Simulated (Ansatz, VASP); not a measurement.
**KCdCO3F: VASP beside Ansatz**

```xyz
7
Lattice="5.0420 0.0000 0.0000 -2.5210 4.3665 0.0000 0.0000 0.0000 4.4240" Properties=species:S:1:pos:R:3 pbc="T T T"
K     0.0000    0.0000    0.0000
Cd    2.5210    1.4555    2.2120
C     0.0000    2.9110    2.2120
O     0.0000    1.6280    2.2120
O    -1.1111    3.5525    2.2120
O     1.1111    3.5525    2.2120
F     2.5210    1.4555    0.0000
```

Alike in both runs: functional r2SCAN; k mesh 6 × 6 × 6; occupations gaussian, width 0.02 eV; no spin polarisation.

Ansatz relaxed the structure, and its values are those at the end. VASP's run is a single point on that final structure, the one shown.

```csv
,VASP,Ansatz
version,VASP 6.6.1,Ansatz 0.2.0
potentials or method,"VASP PAW PBE potentials, release 64 (K_sv, Cd, C, O, F), cutoff 520 eV","scalar-relativistic, plane waves, PAW"
valence electrons in the cell,50,58
```

|  | VASP | Ansatz | Ansatz less VASP |
| --- | --- | --- | --- |
| gap on the k mesh at the Fermi level (eV) | 2.64 | 2.68 | +0.034 |
| least direct gap on the mesh (eV) | 2.65 | 2.68 | +0.034 |
| pressure (GPa) | 1.1 | 0.0 | -1.10 |
| rms of the force components (eV/Å) | 0.135 | 0.001 | -0.1345 |

VASP's potentials were made for PBE, not for r2SCAN. One of these differences is far larger than is usual between the two programs; its cause wasn't traced. VASP's potentials hold 50 valence electrons a cell and Ansatz's 58, so a difference there can come from the potentials and not from the codes.
